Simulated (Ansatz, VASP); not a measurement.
## Li: VASP beside Ansatz

```
Li
1.0
     0.00000    2.20200    2.20200
     2.20200    0.00000    2.20200
     2.20200    2.20200    0.00000
Li
1
Direct
  0.00000 0.00000 0.00000
```

Alike in both runs: task relaxation of cell and atoms; functional r2SCAN; k mesh 20 × 20 × 20; occupations fermi-dirac, width 0.08 eV; no spin polarisation.

```csv
,VASP,Ansatz
version,VASP 6.6.1,Ansatz 0.2.0
potentials or method,"VASP PAW PBE potentials, release 64 (Li_sv)","PAW with Ansatz's default frozen-core files, scalar-relativistic"
plane-wave cutoff (eV),600,500
valence electrons in the cell,3,3
```

```tsv
	VASP	Ansatz	Ansatz less VASP
relaxed volume (Å³/atom)	20.77	20.97	+0.208
relaxed cell length with the largest relative difference (Å)	3.085	3.096	+0.0103
```

VASP's potentials were made for PBE, not for r2SCAN.

Noted on VASP's run: the cutoff is short for stress, so the pressure is rough.
